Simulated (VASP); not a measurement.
# Mo (Im-3m) in VASP: further runs, part 2 of 2

VASP 6.6.1. Earlier steps stand in the parts before.

### Step 4. Single point, PBE

This run uses another cell than the first one, of 14.80 Å³/atom, 1.056 times its volume.

The input, INCAR:

```
PREC     = Accurate       # precision mode
ENCUT    = 500            # plane-wave cutoff, eV
EDIFF    = 1E-6           # SCF threshold, eV
ISMEAR   = 1              # smearing method
SIGMA    = 0.01           # smearing width, eV
LREAL    = False          # projectors in reciprocal space
LASPH    = True           # aspherical terms in the spheres
NELM     = 120            # most SCF steps
ALGO     = Normal         # electronic algorithm
ISIF     = 2              # what is computed and relaxed
LWAVE    = False          # write WAVECAR
LCHARG   = True           # write CHGCAR
GGA      = PE             # functional
LELF     = True           # ELF
LVHAR    = True         
NBANDS   = 13             # bands
GGA_COMPAT= False
```

The input, KPOINTS:

```
regular mesh
0
Gamma
  10 10 10
```

The input, POSCAR:

```
Mo
1.0
   -1.5467417963      1.5467417963      1.5467417963
    1.5467417963     -1.5467417963      1.5467417963
    1.5467417963      1.5467417963     -1.5467417963
Mo
1
Direct
    0.0000000000      0.0000000000      0.0000000000
```

Potentials or basis: VASP PAW PBE potentials, release 64 (Mo_sv).

Run with:

```
$ cat potpaw_PBE.64/Mo_sv/POTCAR > POTCAR
$ mpirun -np 1 vasp_std > vasp.out
```

OUTCAR:

```text
PREC = Accurate
   ENCUT = 500
   EDIFF = 1E-6
   ISMEAR = 1
   LREAL = False
   LASPH = True
   NELM = 120
   ISIF = 2
   GGA = PE

 ion  position               nearest neighbor table
   1  0.000  0.000  0.000-

  LATTYP: Found a body centered cubic cell.
 ALAT       =     3.0934835926

  Lattice vectors:

 A1 = (  -1.5467417963,   1.5467417963,   1.5467417963)
 A2 = (   1.5467417963,  -1.5467417963,   1.5467417963)
 A3 = (   1.5467417963,   1.5467417963,  -1.5467417963)

Analysis of symmetry for initial positions (statically):
=====================================================================
 Subroutine PRICEL returns:
 Original cell was already a primitive cell.

 Routine SETGRP: Setting up the symmetry group for a
 body centered cubic supercell.

 Subroutine GETGRP returns: Found 48 space group operations
 (whereof 48 operations were pure point group operations)
 out of a pool of 48 trial point group operations.

The static configuration has the point symmetry O_h .

Analysis of symmetry for dynamics (positions and initial velocities):
=====================================================================
 Subroutine PRICEL returns:
 Original cell was already a primitive cell.

 Routine SETGRP: Setting up the symmetry group for a
 body centered cubic supercell.

 Subroutine GETGRP returns: Found 48 space group operations
 (whereof 48 operations were pure point group operations)
 out of a pool of 48 trial point group operations.

The dynamic configuration has the point symmetry O_h .

 Subroutine INISYM returns: Found 48 space group operations
 (whereof 48 operations are pure point group operations),
 and found     1 'primitive' translations

----------------------------------------------------------------------------------------

                                     Primitive cell
[... 108 lines left out ...]
     AMIX     =   0.40;   BMIX     =  1.00
     AMIX_MAG =   1.60;   BMIX_MAG =  1.00
  volume/ion in A,a.u.               =      14.80        99.89
  Fermi-wavevector in a.u.,A,eV,Ry     =   1.606989  3.036770 35.135890  2.582415
  Thomas-Fermi vector in A             =   2.703089
   LORBIT       =      0    0 simple, 1 ext, 2 COOP (PROOUT), +10 PAW based schemes
   GGA     = PE    functional components
   LHFCALC =     F    Hartree Fock is set to
   AEXX    =    0.0000 exact exchange contribution
   IVDW    =     0    specifies the selected vdW correction
   LEPSILON=     F    determine dielectric tensor
   LRPA    =     F    only Hartree local field effects (RPA)
 non-spin polarized calculation
 Methfessel and Paxton  Order N= 1 SIGMA  =   0.01
  energy-cutoff  :      500.00
  volume of cell :       14.80
 maximum number of plane-waves:       386
   NGX =  9   NGY =  9   NGZ =  9

 number of electron      13.9999997 magnetization

 Free energy of the ion-electron system (eV)
  ---------------------------------------------------
  ext. energy  EPLUGINS =         0.00000000
  ---------------------------------------------------
  free energy    TOTEN  =       -10.86250241 eV

  energy without entropy =      -10.86248930  energy(sigma->0) =      -10.86249804

 E-fermi :  13.6007     XC(G=0): -13.6970

 val. band max:       13.6005997726   @ k =  -0.3000   0.3000   0.3000
 cond. band min:      13.6109451527   @ k =  -0.2000   0.2000   0.2000
 fundamental gap:      0.0103453800
 Fermi energy:        13.6007398075

 k-point     1 :       0.0000    0.0000    0.0000
  band No.  band energies     occupation
      1     -47.7761      2.00000
      2     -20.9062      2.00000
      3     -20.9062      2.00000
      4     -20.9062      2.00000
      5       6.0863      2.00000
      6      12.0318      2.00000
      7      12.0318      2.00000
      8      12.0318      2.00000
      9      15.2657      0.00000
     10      15.2657      0.00000
     11      28.3996      0.00000
     12      28.3996      0.00000
     13      28.3996      0.00000
[... 354 lines left out ...]
  band No.  band energies     occupation
      1     -47.5374      2.00000
      2     -21.9986      2.00000
      3     -21.3128      2.00000
      4     -21.0401      2.00000
      5       8.6728      2.00000
      6      10.9279      2.00000
      7      11.7531      2.00000
      8      14.0660      0.00000
      9      15.4950      0.00000
     10      16.3986      0.00000
     11      28.1044      0.00000
     12      30.0048      0.00000
     13      34.1440      0.00000

 [... further k-points ...]
[... 5 lines left out ...]
  --------------------------------------------------------------------------------------
  -------------------------------------------------------------------------------------
  Total        1.7766422      1.7766422      1.7766422      0.0000000      0.0000000      0.0000000
  in kB      192.3078861    192.3078861    192.3078861      0.0000000      0.0000000      0.0000000
  external PRESSURE =     192.3078861 kB  Pullay stress =       0.0000000 kB

 VOLUME and BASIS-vectors are now :
 -----------------------------------------------------------------------------
  energy-cutoff  :      500.00
  volume of cell :       14.80
      direct lattice vectors                 reciprocal lattice vectors
    -1.546741796  1.546741796  1.546741796     0.000000000  0.323260160  0.323260160
     1.546741796 -1.546741796  1.546741796     0.323260160  0.000000000  0.323260160
     1.546741796  1.546741796 -1.546741796     0.323260160  0.323260160  0.000000000

 POSITION                                       TOTAL-FORCE (eV/Angst)
 -----------------------------------------------------------------------------------
      0.00000      0.00000      0.00000        -0.000000     -0.000000      0.000000
 -----------------------------------------------------------------------------------
    total drift:                               -0.000000     -0.000000      0.000000

  FREE ENERGIE OF THE ION-ELECTRON SYSTEM (eV)
  ---------------------------------------------------
  free  energy   TOTEN  =       -10.8625024083 eV

  energy  without entropy=      -10.8624893022  energy(sigma->0) =      -10.86249804
```

Wall time 9.9 s (1 thread of AMD EPYC 7R13, shared host); peak memory 0.1 GiB.

What came out:

```yaml
Free_energy: -10.8625 eV
Pressure: 19.2 GPa
Band_gap_on_the_k_mesh: zero (band 7 reaches 17.81 eV, above the bottom of band 8 at 12.03 eV)
```

### Step 5. Overview

```tsv
cell	gap on the mesh (eV)	pressure (GPa)
a = 2.631 Å, angles 109.5°, 1 atom	none	39.0
a = 2.655 Å, angles 109.5°, 1 atom	none	28.1
a = 2.679 Å, angles 109.5°, 1 atom	none	19.2
```

Alike in all rows: task single point; level PBE; potentials or basis VASP PAW PBE potentials, release 64 (Mo_sv); no spin polarisation; k mesh 10 × 10 × 10; cutoff (eV) 500; smearing methfessel-paxton 0.01 eV.

Total energies depend on the potentials used, so only differences within one code and one set of settings carry meaning.
